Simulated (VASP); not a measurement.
Wanted: the native input for a VASP 6.6.1 run.

```
Task                   : single point
Functional             : PBE
Potentials or basis    : VASP PAW PBE potentials, release 64 (Mg)
Cutoff                 : 600 eV
k mesh                 : 16 × 16 × 16
Occupations            : fermi-dirac, width 0.08 eV
Spin                   : no spin polarisation
Dipole correction      : no
Further INCAR settings : ALGO = Normal; EDIFF = 1e-06; NBANDS = 7
```

The structure of Mg lies in POSCAR:

```
Mg
1.0
    0.0000000000      2.0080317254      2.0080317254
    2.0080317254      0.0000000000      2.0080317254
    2.0080317254      2.0080317254      0.0000000000
Mg
1
Direct
    0.0000000000      0.0000000000      0.0000000000
```

This isn't the form of Mg at room conditions, which is hcp.

One way to write it, as run:

INCAR

```
SYSTEM = Mg
ALGO = Normal
EDIFF = 1E-6
ENCUT = 600
GGA = PE
GGA_COMPAT = .False.
ISIF = 2
ISMEAR = -1
LASPH = .True.
LCHARG = .False.
LREAL = .False.
LWAVE = .False.
NBANDS = 7
NELM = 120
PREC = Accurate
SIGMA = 0.08
```

KPOINTS

```
k-points
0
Gamma
  16 16 16
  0 0 0
```

Potentials or basis: VASP PAW PBE potentials, release 64 (Mg).

Command:

```sh
$ cat potpaw_PBE.64/Mg/POTCAR > POTCAR
$ mpirun -np 1 vasp_std > vasp.out
```

It gave:

```
Pressure               : 25.2 GPa
Band gap on the k mesh : zero (bands 1 and 2 overlap by 2.96 eV)
```

Caveat: the cell stands under pressure.

It took 19 s on 1 thread of Intel Xeon 8259CL, with other jobs on the host, peak memory 0.15 GiB.
